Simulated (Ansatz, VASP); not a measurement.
TaN in VASP and in Ansatz

```xyz
12
Lattice="2.6004 -4.5041 0.0000 -5.2009 0.0000 0.0000 0.0000 0.0000 -5.8177" Properties=species:S:1:pos:R:3 pbc="T T T"
Ta   -2.6004   -1.5014   -1.4544
Ta   -2.6004   -1.5014   -4.3633
Ta    0.0000   -3.0027   -1.4544
Ta    0.0000   -3.0027   -4.3633
Ta   -2.6004   -4.5041   -2.9089
Ta   -2.6004   -4.5041    0.0000
N    -0.5599   -4.5041   -2.9089
N    -0.5599   -4.5041    0.0000
N    -1.0203   -1.7672   -2.9089
N    -1.0203   -1.7672    0.0000
N    -3.6207   -2.7369   -2.9089
N    -3.6207   -2.7369    0.0000
```

Alike in both runs: functional r2SCAN; k mesh 6 × 6 × 6; occupations gaussian, width 0.1 eV; no spin polarisation.

Ansatz relaxed the structure, and its values are those at the end. VASP's run is a single point on that final structure, the one shown.

|  | VASP | Ansatz |
| --- | --- | --- |
| version | VASP 6.6.1 | Ansatz 0.2.0 |
| potentials or method | VASP PAW PBE potentials, release 64 (Ta_pv, N), cutoff 520 eV | scalar-relativistic, plane waves, PAW |
| valence electrons in the cell | 96 | 108 |

VASP gave:

| Property | Result |
| --- | --- |
| gap on the k mesh at the Fermi level (eV) | none |
| pressure (GPa) | 1.6 |
| rms of the force components (eV/Å) | 0.004 |

Estimate Ansatz's values.

gap on the k mesh at the Fermi level (eV): none; pressure (GPa): 0.0; rms of the force components (eV/Å): 0.001.

VASP's potentials were made for PBE, not for r2SCAN. A gap of «none» marks a metal or a gap that the smearing closes. VASP's potentials hold 96 valence electrons a cell and Ansatz's 108, so a difference there can come from the potentials and not from the codes.

Neither program's run includes spin-orbit coupling.
